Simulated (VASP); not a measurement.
Input of a VASP 6.6.1 run:

File INCAR:

```
  ALGO = Normal
  EDIFF = 1E-6
  ENCUT = 520
  GGA = PE
  GGA_COMPAT = False
  ISIF = 2
  ISMEAR = -1
  LASPH = True
  LCHARG = False
  LORBIT = 11
  LORBMOM = True
  LREAL = False
  LSORBIT = True
  LWAVE = False
  MAGMOM = 0 0 0 0 0 0
  NBANDS = 32
  NELM = 150
  PREC = Accurate
  SIGMA = 0.02
```

The input KPOINTS:

```
k-points
0
Gamma
  8 8 8
```

Contents of POSCAR:

```
PbS
1.0
    0.0000000000      2.9872326701      2.9872326701
    2.9872326701      0.0000000000      2.9872326701
    2.9872326701      2.9872326701      0.0000000000
Pb S
1 1
Direct
    0.0000000000      0.0000000000      0.0000000000
    0.5000000000      0.5000000000      0.5000000000
```

Potentials or basis: VASP PAW PBE potentials, release 64 (Pb_d, S).

Launch:

```console
$ cat potpaw_PBE.64/Pb_d/POTCAR potpaw_PBE.64/S/POTCAR > POTCAR
$ mpirun -np 1 vasp_ncl > vasp.out
```

Problem. Predict the net moment.

Solution. 0.00 μB per cell.

Problem. Predict the pressure.

Solution. 0.7 GPa.

Moments on the atoms (μB; x, y, z):
```
Pb  0.00 0.00 0.00
S   0.00 0.00 0.00
```
